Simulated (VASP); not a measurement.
Wanted: the native input for a VASP 6.6.1 run.

| Property | Result |
| --- | --- |
| Task | single point |
| Functional | PBE |
| Potentials or basis | VASP PAW PBE potentials, release 64 (Mo_sv, Ru_pv) |
| Cutoff | 520 eV |
| k mesh | 18 × 18 × 4 |
| Occupations | gaussian, width 0.1 eV |
| Spin | no spin polarisation |
| Dipole correction | no |
| Further INCAR settings | ALGO = Fast; EDIFF = 1e-07; NBANDS = 51 |

The structure of MoRu5 lies in POSCAR:

```
MoRu5
1.0
    2.7946171132     -0.0000000295      0.0000000000
   -1.3973085310      2.4202094287      0.0000000000
    0.0000000000      0.0000000000     13.2657582561
Mo Ru
1 5
Direct
    0.0000000000      0.0000000000      0.5000000000
    0.3333333333      0.6666666667      0.0000000000
    0.3333333333      0.6666666667      0.3284772924
    0.3333333333      0.6666666667      0.6715227076
    0.0000000000      0.0000000000      0.8370373367
    0.0000000000      0.0000000000      0.1629626633
```

These files were run (other wordings do the same):

INCAR

```
PREC = Accurate
ENCUT = 520
EDIFF = 1E-7
ISMEAR = 0
SIGMA = 0.1
LREAL = F
LASPH = T
NELM = 100
ALGO = Fast
ISIF = 2
LWAVE = F
LCHARG = F
GGA = PE
NBANDS = 51
```

KPOINTS

```
Automatic mesh
0
Gamma
  18 18 4
```

Potentials or basis: VASP PAW PBE potentials, release 64 (Mo_sv, Ru_pv).

Command:

```sh
$ cat potpaw_PBE.64/Mo_sv/POTCAR potpaw_PBE.64/Ru_pv/POTCAR > POTCAR
$ mpirun -np 1 vasp_std > vasp.out
```

Results of the run:

| Item | Value |
| --- | --- |
| Pressure | -15.1 GPa |
| Largest force | 0.008 eV/Å |
| Band gap on the k mesh | zero (bands 42 and 43 overlap by 2.24 eV) |

Caveat: the cell stands under tension.

Wall time 22 min on 1 thread of Intel Xeon 8259CL, on a shared host, peak memory 0.51 GiB.
